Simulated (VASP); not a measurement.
Runs of VASP 6.6.1 on La. The structure is that of space group P6_3/mmc (No. 194), or close to it. The cells are those of the table. 

| task | cell | cutoff (eV) | gap on the mesh (eV) | pressure (GPa) |
| --- | --- | --- | --- | --- |
| relaxation of cell and atoms | relaxed to 65 GPa from a = 2.907, b = 2.907, c = 4.901 Å, angles 90.0, 90.0, 120.0°, 2 atoms | 600 | none | 65.0 |
| relaxation of cell and atoms | relaxed to 65 GPa from a = 2.969, b = 2.969, c = 4.810 Å, angles 90.0, 90.0, 120.0°, 2 atoms | 600 | none | 65.0 |
| single point | a = 2.907, b = 2.907, c = 4.899 Å, angles 90.0, 90.0, 120.0°, 2 atoms | 520 | none | 65.3 |
| single point | a = 2.907, b = 2.907, c = 4.901 Å, angles 90.0, 90.0, 120.0°, 2 atoms | 520 | none | (a) |

Alike in all rows: level PBE; potentials or basis VASP PAW PBE potentials, release 64 (La); no spin polarisation; k mesh 15 × 15 × 8; smearing fermi-dirac 0.05 eV.

Fill in the values left out.

(a) 65.1.

Caveats: spin-orbit coupling is left out, which moves the levels of the heavy elements; the cell is relaxed towards a set pressure, so the run minimises the enthalpy, not the energy (at least some runs); the cell stands under pressure (at least some runs).

A k mesh can miss the band edges, and the runs leave out spin-orbit coupling on La.

A gap of «none» marks levels without a gap at the run's occupations.
